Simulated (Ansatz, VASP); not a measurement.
One calculation of NaF, two programs

Contents of INCAR:

```
SYSTEM = NaF
ALGO = Normal
EDIFF = 1E-6
ENCUT = 520
GGA = PE
ISIF = 2
ISMEAR = 0
LASPH = .TRUE.
LCHARG = .FALSE.
LREAL = .FALSE.
LWAVE = .FALSE.
NBANDS = 14
NELM = 60
PREC = Accurate
SIGMA = 0.05
```

KPOINTS

```
k-points
0
G
  10 10 10
  0 0 0
```

Contents of POSCAR:

```
NaF
1.0
    0.0000000000      2.3233000000      2.3233000000
    2.3233000000      0.0000000000      2.3233000000
    2.3233000000      2.3233000000      0.0000000000
Na F
1 1
Direct
    0.0000000000      0.0000000000      0.0000000000
    0.5000000000      0.5000000000      0.5000000000
```

Input for Ansatz:

```yaml
crystal:
  lattice:
    - [0.0, 2.3233, 2.3233]
    - [2.3233, 0.0, 2.3233]
    - [2.3233, 2.3233, 0.0]
  atoms:
    - { symbol: Na, position: [0.0, 0.0, 0.0] }
    - { symbol: F, position: [0.5, 0.5, 0.5] }
basis:
  ecutwfc: 420
kpoints:
  mp_grid: { grid: [10, 10, 10] }
hamiltonian:
  xc: pbe
scf:
  occupations: { method: gaussian, width: 0.05 }
output:
  forces: true
  stress: true
  eigenvalues: true
```

Alike in both runs: task single point; functional PBE; k mesh 10 × 10 × 10; occupations gaussian, width 0.05 eV; no spin polarisation.

|  | VASP | Ansatz |
| --- | --- | --- |
| version | VASP 6.6.1 | Ansatz 0.2.0 |
| potentials or method | VASP PAW PBE potentials, release 64 (Na_pv, F), cutoff 520 eV | scalar-relativistic, plane waves, PAW |
| valence electrons in the cell | 14 | 16 |

|  | VASP | Ansatz | Ansatz less VASP |
| --- | --- | --- | --- |
| gap on the k mesh at the Fermi level (eV) | 6.26 | 6.27 | +0.017 |
| least direct gap on the mesh (eV) | 6.26 | 6.27 | +0.017 |
| pressure (GPa) | 1.6 | 1.7 | +0.14 |

VASP's potentials hold 14 valence electrons a cell and Ansatz's 16, so a difference there can come from the potentials and not from the codes.
